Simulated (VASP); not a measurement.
Set up this calculation in VASP 6.6.1, as the native input.

```
Task                   : single point
Functional             : r2SCAN
Potentials or basis    : VASP PAW PBE potentials, release 64 (Ga_d, As)
Cutoff                 : 520 eV
k mesh                 : 8 × 8 × 8
Occupations            : gaussian, width 0.01 eV
Spin                   : no spin polarisation
Dipole correction      : no
Further INCAR settings : ALGO = Normal; EDIFF = 1e-06; NBANDS = 16
```

GaAs:

```
Ga As
1.0
     2.69695    2.69695    0.00000
    -2.69695    2.69695    0.00000
     0.00000    2.69695    2.69695
Ga As
1 1
Direct
  0.00000 0.00000 0.00000
  0.75000 0.25000 0.50000
```

One way to write it, as run:

POSCAR

```
GaAs
1.0
    2.6969543441      2.6969543441      0.0000000000
   -2.6969543441      2.6969543441      0.0000000000
    0.0000000000      2.6969543441      2.6969543441
Ga As
1 1
Direct
    0.0000000000      0.0000000000      0.0000000000
    0.7500000000      0.2500000000      0.5000000000
```

INCAR.step1

```
ALGO = Normal
EDIFF = 1E-4
ENCUT = 520
GGA = PE
ISMEAR = 0
LASPH = True
LCHARG = False
LREAL = False
LWAVE = True
NBANDS = 16
NELM = 80
PREC = Accurate
SIGMA = 0.01
```

INCAR.step2

```
ALGO = Normal
EDIFF = 1E-6
ENCUT = 520
ISIF = 2
ISMEAR = 0
ISTART = 1
LASPH = True
LCHARG = False
LMIXTAU = True
LREAL = False
LWAVE = False
METAGGA = R2SCAN
NBANDS = 16
NELM = 80
PREC = Accurate
SIGMA = 0.01
```

KPOINTS

```
k-points
0
Gamma
  8 8 8
```

Potentials or basis: VASP PAW PBE potentials, release 64 (Ga_d, As).

The run is started by

```sh
$ cat potpaw_PBE.64/Ga_d/POTCAR potpaw_PBE.64/As/POTCAR > POTCAR
$ cp INCAR.step1 INCAR
$ mpirun -np 1 vasp_std > vasp.out
$ cp INCAR.step2 INCAR
$ mpirun -np 1 vasp_std > vasp.out
```

Results of the run:

```json
{"Pressure": "15.2 GPa", "Band gap on the k mesh": "1.46 eV, indirect (least direct gap 2.18 eV)"}
```

Caveat: the PAW data sets were made with another functional, which shifts forces and pressure a little.

It took 31 s on 1 thread of Intel(R) Xeon(R) 6975P-C (Granite Rapids), with other jobs on the host, peak memory 0.17 GiB.
